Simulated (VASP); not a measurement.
Input of a VASP 6.6.1 run:

File INCAR:

```
PREC = Accurate
ENCUT = 520
EDIFF = 1E-6
ISMEAR = 0
SIGMA = 0.1
LREAL = F
LASPH = T
NELM = 60
ALGO = Fast
ISIF = 2
LWAVE = F
LCHARG = F
GGA = RE
NBANDS = 17
```

The input KPOINTS:

```
regular mesh
0
Gamma
  12 12 6
```

The input POSCAR:

```
Ba
1.0
    4.5548939353      0.0000000000      0.0000000000
   -2.2774469677      3.9446538595      0.0000000000
    0.0000000000      0.0000000000      7.4988410331
Ba
2
Direct
    0.3333333333      0.6666666667      0.2500000000
    0.6666666667      0.3333333333      0.7500000000
```

Potentials or basis: VASP PAW PBE potentials, release 64 (Ba_sv).

Run with:

```bash
$ cat potpaw_PBE.64/Ba_sv/POTCAR > POTCAR
$ mpirun -np 1 vasp_std > vasp.out
```

**Question.** Estimate the pressure.

**Answer.** 0.1 GPa.

**Question.** What does it give for the band gap on the k mesh?

**Answer.** Zero (bands 10 and 11 overlap by 0.31 eV).

Caveat: the PAW data sets were made with another functional, which shifts forces and pressure a little; spin-orbit coupling is left out, which moves the levels of the heavy elements.
